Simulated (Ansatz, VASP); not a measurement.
# One calculation of Al, two programs

Contents of INCAR:

```
SYSTEM = Al
PREC = Accurate
ENCUT = 520
EDIFF = 1E-6
ISMEAR = 0
SIGMA = 0.1
LREAL = .False.
LASPH = .True.
NELM = 80
ALGO = Fast
ISIF = 2
LWAVE = .False.
LCHARG = .False.
GGA = PS
NBANDS = 22
```

File KPOINTS:

```
regular mesh
0
Gamma
  4 4 4
  0 0 0
```

POSCAR

```
Al
1.0
    5.4030063471      0.0000000000      0.0000000000
    0.0000000000      5.4030063471      0.0000000000
    0.0000000000      0.0000000000      5.4030063471
Al
8
Direct
    0.0000000000      0.0000000000      0.0000000000
    1.0000000000      1.0000000000      0.5000000000
    1.0000000000      0.5000000000      1.0000000000
    1.0000000000      0.5000000000      0.5000000000
    0.5000000000      1.0000000000      1.0000000000
    0.5000000000      1.0000000000      0.5000000000
    0.5000000000      0.5000000000      1.0000000000
    0.5000000000      0.5000000000      0.5000000000
```

Input for Ansatz:

```yaml
crystal:
  lattice:
    - [5.4030063471, 0.0, 0.0]
    - [0.0, 5.4030063471, 0.0]
    - [0.0, 0.0, 5.4030063471]
  atoms:
    - { symbol: Al, position: [0.0, 0.0, 0.0] }
    - { symbol: Al, position: [1.0, 1.0, 0.5] }
    - { symbol: Al, position: [1.0, 0.5, 1.0] }
    - { symbol: Al, position: [1.0, 0.5, 0.5] }
    - { symbol: Al, position: [0.5, 1.0, 1.0] }
    - { symbol: Al, position: [0.5, 1.0, 0.5] }
    - { symbol: Al, position: [0.5, 0.5, 1.0] }
    - { symbol: Al, position: [0.5, 0.5, 0.5] }
basis:
  ecutwfc: 420
kpoints:
  mp_grid: { grid: [4, 4, 4] }
hamiltonian:
  xc: pbesol
scf:
  occupations: { method: gaussian, width: 0.1 }
output:
  forces: true
  stress: true
  eigenvalues: true
```

Alike in both runs: task single point; functional PBEsol; k mesh 4 × 4 × 4; occupations gaussian, width 0.1 eV; no spin polarisation.

|  | VASP | Ansatz |
| --- | --- | --- |
| version | VASP 6.6.1 | Ansatz 0.2.0 |
| potentials or method | VASP PAW PBE potentials, release 64 (Al), cutoff 520 eV | scalar-relativistic, plane waves, PAW |
| valence electrons in the cell | 24 | 24 |

```tsv
	VASP	Ansatz	Ansatz less VASP
gap on the k mesh at the Fermi level (eV)	none	none	-
pressure (GPa)	-0.4	-0.4	-0.07
```

VASP's potentials were made for PBE, not for PBEsol. A gap of «none» marks a metal or a gap that the smearing closes.
